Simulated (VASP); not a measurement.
# Mg3SnO (Pm-3m) in VASP: settings compared

Aim: see how the results for Mg3SnO move with the level of theory and the settings. Levels: PBE, r2SCAN. Tasks: single point.

All numbers are computed with VASP 6.6.1; they aren't measurements. Logs are shortened: lines on timing, memory, paths and dates and some standing lists are left out, and cuts for length are marked.

**1. The cell of the first run**

It takes space group Pm-3m (No. 221, cubic). Conventional cell: a = 4.344 Å, b = 4.344 Å, c = 4.344 Å, α = 90.00°, β = 90.00°, γ = 90.00°. Within 4.0 Å of Sn (site symmetry m-3m) lie 12 Mg at 3.07 Å and 8 O at 3.76 Å. Within 2.9 Å of O (site symmetry m-3m) lie 6 Mg at 2.17 Å. Within 2.9 Å of Mg (site symmetry 4/mmm) lie 2 O at 2.17 Å.

**2. Single point, PBE (volume changed by -3%)**

The input, INCAR:

```
SYSTEM = Mg3SnO
  PREC = Accurate
  ENCUT = 520
  EDIFF = 1E-7
  ISMEAR = -1
  SIGMA = 0.02
  LREAL = .False.
  LASPH = .True.
  NELM = 80
  ALGO = Normal
  ISIF = 2
  LWAVE = .False.
  LCHARG = .False.
  GGA = PE
  NBANDS = 21
```

The input, KPOINTS:

```
Automatic mesh
0
Gamma
  6 6 6
  0 0 0
```

The input, POSCAR:

```
Mg3SnO
1.0
    4.3444718106      0.0000000000      0.0000000000
    0.0000000000      4.3444718106      0.0000000000
    0.0000000000      0.0000000000      4.3444718106
Sn O Mg
1 1 3
Direct
    0.0000000000      0.0000000000      0.0000000000
    0.5000000000      0.5000000000      0.5000000000
    0.5000000000      0.5000000000      0.0000000000
    0.5000000000      0.0000000000      0.5000000000
    0.0000000000      0.5000000000      0.5000000000
```

Potentials or basis: VASP PAW PBE potentials, release 64 (Sn_d, O, Mg).

Run with:

```console
$ cat potpaw_PBE.64/Sn_d/POTCAR potpaw_PBE.64/O/POTCAR potpaw_PBE.64/Mg/POTCAR > POTCAR
$ mpirun -np 1 vasp_std > vasp.out
```

OUTCAR:

```text
SYSTEM = Mg3SnO
   PREC = Accurate
   ENCUT = 520
   EDIFF = 1E-7
   ISMEAR = -1
   LREAL = .False.
   LASPH = .True.
   NELM = 80
   ISIF = 2
   GGA = PE

 ion  position               nearest neighbor table
   1  0.000  0.000  0.000-   3 3.07   4 3.07   5 3.07   4 3.07   5 3.07   3 3.07   5 3.07   5 3.07
                             3 3.07   4 3.07   4 3.07   3 3.07
   2  0.500  0.500  0.500-   3 2.17   4 2.17   5 2.17   3 2.17   4 2.17   5 2.17
   3  0.500  0.500  0.000-   2 2.17   2 2.17   4 3.07   5 3.07   1 3.07   4 3.07   5 3.07   1 3.07
                             4 3.07   4 3.07   1 3.07   5 3.07   5 3.07   1 3.07
   4  0.500  0.000  0.500-   2 2.17   2 2.17   3 3.07   5 3.07   1 3.07   3 3.07   1 3.07   3 3.07
                             5 3.07   3 3.07   1 3.07   5 3.07   1 3.07   5 3.07
   5  0.000  0.500  0.500-   2 2.17   2 2.17   3 3.07   4 3.07   1 3.07   3 3.07   1 3.07   4 3.07
                             1 3.07   1 3.07   3 3.07   4 3.07   3 3.07   4 3.07

  LATTYP: Found a simple cubic cell.
 ALAT       =     4.3444718106

  Lattice vectors:

 A1 = (   4.3444718106,   0.0000000000,   0.0000000000)
 A2 = (   0.0000000000,   4.3444718106,   0.0000000000)
 A3 = (   0.0000000000,   0.0000000000,   4.3444718106)

Analysis of symmetry for initial positions (statically):
=====================================================================
 Subroutine PRICEL returns:
 Original cell was already a primitive cell.

 Routine SETGRP: Setting up the symmetry group for a
 simple cubic supercell.

 Subroutine GETGRP returns: Found 48 space group operations
 (whereof 48 operations were pure point group operations)
 out of a pool of 48 trial point group operations.

The static configuration has the point symmetry O_h .

Analysis of symmetry for dynamics (positions and initial velocities):
=====================================================================
 Subroutine PRICEL returns:
 Original cell was already a primitive cell.

 Routine SETGRP: Setting up the symmetry group for a
 simple cubic supercell.

 Subroutine GETGRP returns: Found 48 space group operations
 (whereof 48 operations were pure point group operations)
 out of a pool of 48 trial point group operations.

The dynamic configuration has the point symmetry O_h .

 Subroutine INISYM returns: Found 48 space group operations
 (whereof 48 operations are pure point group operations),
 and found     1 'primitive' translations

----------------------------------------------------------------------------------------

                                     Primitive cell

  volume of cell :      81.9995

  direct lattice vectors                    reciprocal lattice vectors
     4.344471811  0.000000000  0.000000000     0.230177578  0.000000000  0.000000000
     0.000000000  4.344471811  0.000000000     0.000000000  0.230177578  0.000000000
     0.000000000  0.000000000  4.344471811     0.000000000  0.000000000  0.230177578

  length of vectors
     4.344471811  4.344471811  4.344471811     0.230177578  0.230177578  0.230177578

  position of ions in fractional coordinates (direct lattice)
     0.000000000  0.000000000  0.000000000
     0.500000000  0.500000000  0.500000000
     0.500000000  0.500000000  0.000000000
     0.500000000  0.000000000  0.500000000
     0.000000000  0.500000000  0.500000000

  ion indices of the primitive-cell ions
   primitive index   ion index
                 1           1
                 2           2
                 3           3
                 4           4
                 5           5

----------------------------------------------------------------------------------------

 KPOINTS: Automatic mesh

Automatic generation of k-mesh.
 Grid dimensions read from file:
 generate k-points for:    6    6    6

 Generating k-lattice:

  Cartesian coordinates                     Fractional coordinates (reciprocal lattice)
     0.038362930  0.000000000  0.000000000     0.166666667  0.000000000  0.000000000
     0.000000000  0.038362930  0.000000000     0.000000000  0.166666667  0.000000000
     0.000000000  0.000000000  0.038362930     0.000000000  0.000000000  0.166666667

  Length of vectors
     0.038362930  0.038362930  0.038362930

  Shift w.r.t. Gamma in fractional coordinates (k-lattice)
     0.000000000  0.000000000  0.000000000

 Subroutine IBZKPT returns following result:
 ===========================================

 Found     20 irreducible k-points:

 Following reciprocal coordinates:
            Coordinates               Weight
  0.000000  0.000000  0.000000      1.000000
  0.166667  0.000000  0.000000      6.000000
  0.333333  0.000000  0.000000      6.000000
  0.500000  0.000000  0.000000      3.000000
  0.166667  0.166667  0.000000     12.000000
  0.333333  0.166667  0.000000     24.000000
[... 12 lines left out ...]
  0.500000  0.500000  0.333333      6.000000
  0.500000  0.500000  0.500000      1.000000
   k-points           NKPTS =     20   k-points in BZ     NKDIM =     20   number of bands    NBANDS=     21
   number of dos      NEDOS =    301   number of ions     NIONS =      5
   total plane-waves  NPLWV =  32768
   dimension x,y,z NGX =    32 NGY =   32 NGZ =   32
   dimension x,y,z NGXF=    64 NGYF=   64 NGZF=   64
   ions per type =               1   1   3
   NGX,Y,Z   is equivalent  to a cutoff of  12.25, 12.25, 12.25 a.u.
   NGXF,Y,Z  is equivalent  to a cutoff of  24.49, 24.49, 24.49 a.u.
 SYSTEM =  Mg3SnO
   PREC   = accura    normal or accurate (medium, high low for compatibility)
   ISTART =      0    job   : 0-new  1-cont  2-samecut
   ICHARG =      2    charge: 1-file 2-atom 10-const
   ISPIN  =      1    spin polarized calculation?
   LNONCOLLINEAR =      F non collinear calculations
   LSORBIT =      F    spin-orbit coupling
   LASPH  =      T    aspherical Exc in radial PAW
   ENCUT  =  520.0 eV  38.22 Ry    6.18 a.u.   8.08  8.08  8.08*2*pi/ulx,y,z
   NELM   =     80;   NELMIN=  2; NELMDL= -5     # of ELM steps
   EDIFF  = 0.1E-06   stopping-criterion for ELM
   LREAL  =      F    real-space projection
   EDIFFG = 0.1E-05   stopping-criterion for IOM
   NSW    =      0    number of steps for IOM
   IBRION =     -1    ionic relax: 0-MD 1-quasi-New 2-CG
   NFREE  =      0    steps in history (QN), initial steepest desc. (CG)
   ISIF   =      2    stress and relaxation
   ISYM   =      2    0-nonsym 1-usesym 2-fastsym
   POTIM  = 0.5000    time-step for ionic-motion
   TEBEG  =    0.0;   TEEND  =   0.0 temperature during run
   PSTRESS=    0.0 pullay stress
   NELECT =      26.0000    total number of electrons
   NUPDOWN=      -1.0000    fix difference up-down
   EMIN   =  10.00;   EMAX   =-10.00  energy-range for DOS
   EFERMI =   0.00;   METHOD = LEGACY
   ISMEAR =    -1;   SIGMA  =   0.02  broadening in eV -4-tet -1-fermi 0-gaus
   EFERMI_NEDOS =   21; number of points for ismear=-14 and -15
   IALGO  =     38    algorithm
   IMIX   =      4    mixing-type and parameters
     AMIX     =   0.40;   BMIX     =  1.00
     AMIX_MAG =   1.60;   BMIX_MAG =  1.00
  volume/ion in A,a.u.               =      16.40       110.67
  Fermi-wavevector in a.u.,A,eV,Ry     =   1.116338  2.109573 16.955718  1.246210
  Thomas-Fermi vector in A             =   2.252951
   LORBIT       =      0    0 simple, 1 ext, 2 COOP (PROOUT), +10 PAW based schemes
   GGA     = PE    functional components
   LHFCALC =     F    Hartree Fock is set to
   AEXX    =    0.0000 exact exchange contribution
   IVDW    =     0    specifies the selected vdW correction
   LEPSILON=     F    determine dielectric tensor
   LRPA    =     F    only Hartree local field effects (RPA)
 non-spin polarized calculation
  energy-cutoff  :      520.00
  volume of cell :       82.00
 maximum number of plane-waves:      2272
   NGX = 17   NGY = 17   NGZ = 17

 number of electron      25.9999992 magnetization

 Free energy of the ion-electron system (eV)
  ---------------------------------------------------
  ext. energy  EPLUGINS =         0.00000000
  ---------------------------------------------------
  free energy    TOTEN  =       -18.49365595 eV

  energy without entropy =      -18.49211122  energy(sigma->0) =      -18.49288359

 E-fermi :   6.3041     XC(G=0): -10.0388

 val. band max:        6.1068157196   @ k =   0.3333   0.3333   0.0000
 cond. band min:       6.3041454407   @ k =   0.5000   0.3333   0.0000
 fundamental gap:      0.1973297211
 Fermi energy:         6.3041380829

 k-point     1 :       0.0000    0.0000    0.0000
  band No.  band energies     occupation
      1     -14.5512      2.00000
      2     -14.5512      2.00000
      3     -14.5511      2.00000
      4     -14.5511      2.00000
      5     -14.5511      2.00000
      6     -13.5203      2.00000
[... 13 lines left out ...]
     20      12.9491      0.00000
     21      12.9491      0.00000

 k-point     2 :       0.1667    0.0000    0.0000
  band No.  band energies     occupation
      1     -14.5521      2.00000
      2     -14.5521      2.00000
      3     -14.5510      2.00000
      4     -14.5509      2.00000
      5     -14.5474      2.00000
      6     -13.5066      2.00000
[... 13 lines left out ...]
     20      12.3364      0.00000
     21      13.8921      0.00000

 k-point     3 :       0.3333    0.0000    0.0000
  band No.  band energies     occupation
      1     -14.5541      2.00000
      2     -14.5541      2.00000
      3     -14.5508      2.00000
      4     -14.5504      2.00000
      5     -14.5397      2.00000
      6     -13.4790      2.00000
[... 13 lines left out ...]
     20      12.5644      0.00000
     21      12.8778      0.00000

 k-point     4 :       0.5000    0.0000    0.0000
  band No.  band energies     occupation
      1     -14.5552      2.00000
      2     -14.5552      2.00000
      3     -14.5507      2.00000
      4     -14.5502      2.00000
      5     -14.5359      2.00000
      6     -13.4652      2.00000
[... 13 lines left out ...]
     20      13.4248      0.00000
     21      13.4468      0.00000

 k-point     5 :       0.1667    0.1667    0.0000
  band No.  band energies     occupation
      1     -14.5536      2.00000
      2     -14.5520      2.00000
      3     -14.5520      2.00000
      4     -14.5489      2.00000
      5     -14.5453      2.00000
      6     -13.4928      2.00000
[... 13 lines left out ...]
     20      12.5533      0.00000
     21      12.9641      0.00000

 k-point     6 :       0.3333    0.1667    0.0000
  band No.  band energies     occupation
      1     -14.5564      2.00000
      2     -14.5540      2.00000
      3     -14.5518      2.00000
      4     -14.5479      2.00000
      5     -14.5383      2.00000
      6     -13.4651      2.00000
[... 13 lines left out ...]
     20      12.0580      0.00000
     21      13.1291      0.00000

 k-point     7 :       0.5000    0.1667    0.0000
  band No.  band energies     occupation
      1     -14.5578      2.00000
      2     -14.5550      2.00000
      3     -14.5517      2.00000
      4     -14.5476      2.00000
      5     -14.5345      2.00000
      6     -13.4510      2.00000
[... 13 lines left out ...]
     20      12.7362      0.00000
     21      13.0657      0.00000
[... 195 lines left out ...]
      1     -14.5644      2.00000
      2     -14.5561      2.00000
      3     -14.5561      2.00000
      4     -14.5389      2.00000
      5     -14.5275      2.00000
      6     -13.3987      2.00000
[... 13 lines left out ...]
     20      12.9898      0.00000
     21      15.7140      0.00000

 k-point    17 :       0.3333    0.3333    0.3333
  band No.  band energies     occupation
      1     -14.5598      2.00000
      2     -14.5580      2.00000
      3     -14.5580      2.00000
      4     -14.5333      2.00000
      5     -14.5333      2.00000
      6     -13.4016      2.00000
[... 13 lines left out ...]
     20      13.7118      0.00000
     21      15.2530      0.00000

 k-point    18 :       0.5000    0.3333    0.3333
  band No.  band energies     occupation
      1     -14.5610      2.00000
      2     -14.5594      2.00000
      3     -14.5578      2.00000
      4     -14.5332      2.00000
      5     -14.5294      2.00000
      6     -13.3896      2.00000
[... 13 lines left out ...]
     20      14.9552      0.00000
     21      15.2078      0.00000

 k-point    19 :       0.5000    0.5000    0.3333
  band No.  band energies     occupation
      1     -14.5620      2.00000
      2     -14.5592      2.00000
      3     -14.5592      2.00000
      4     -14.5313      2.00000
      5     -14.5275      2.00000
      6     -13.3784      2.00000
[... 13 lines left out ...]
     20      15.3147      0.00000
     21      16.4965      0.00000

 k-point    20 :       0.5000    0.5000    0.5000
  band No.  band energies     occupation
      1     -14.5608      2.00000
      2     -14.5608      2.00000
      3     -14.5608      2.00000
      4     -14.5275      2.00000
      5     -14.5275      2.00000
      6     -13.3683      2.00000
[... 13 lines left out ...]
     20      16.4747      0.00000
     21      17.5538      0.00000

------------------------ aborting loop because EDIFF is reached ----------------------------------------

  FORCE on cell =-STRESS in cart. coord.  units (eV):
  Direction    XX          YY          ZZ          XY          YZ          ZX
  --------------------------------------------------------------------------------------
  -------------------------------------------------------------------------------------
  Total        1.0205001      1.0205001      1.0205001      0.0000000      0.0000000      0.0000000
  in kB       19.9394282     19.9394282     19.9394282      0.0000000      0.0000000      0.0000000
  external PRESSURE =      19.9394282 kB  Pullay stress =       0.0000000 kB

 VOLUME and BASIS-vectors are now :
 -----------------------------------------------------------------------------
  energy-cutoff  :      520.00
  volume of cell :       82.00
      direct lattice vectors                 reciprocal lattice vectors
     4.344471811  0.000000000  0.000000000     0.230177578  0.000000000  0.000000000
     0.000000000  4.344471811  0.000000000     0.000000000  0.230177578  0.000000000
     0.000000000  0.000000000  4.344471811     0.000000000  0.000000000  0.230177578

 POSITION                                       TOTAL-FORCE (eV/Angst)
 -----------------------------------------------------------------------------------
      0.00000      0.00000      0.00000         0.000000      0.000000      0.000000
      2.17224      2.17224      2.17224         0.000000      0.000000      0.000000
      2.17224      2.17224      0.00000         0.000000      0.000000      0.000000
      2.17224      0.00000      2.17224         0.000000      0.000000      0.000000
      0.00000      2.17224      2.17224         0.000000      0.000000      0.000000
 -----------------------------------------------------------------------------------
    total drift:                                0.000000      0.000000     -0.000000

  FREE ENERGIE OF THE ION-ELECTRON SYSTEM (eV)
  ---------------------------------------------------
  free  energy   TOTEN  =       -18.4936559544 eV

  energy  without entropy=      -18.4921112222  energy(sigma->0) =      -18.49288359
```

Wall time 47 s (1 thread of Intel Xeon Platinum 8488C (Sapphire Rapids), shared host); peak memory 0.19 GiB.

What came out:

```yaml
Free_energy: -18.4937 eV
Pressure: 2.0 GPa
Band_gap_on_the_k_mesh: zero (band 13 reaches 6.30 eV, above the bottom of band 14 at 5.97 eV)
```

Caveat: spin-orbit coupling is left out, which moves the levels of the heavy elements.

(Part 1 of 2 ends here.)
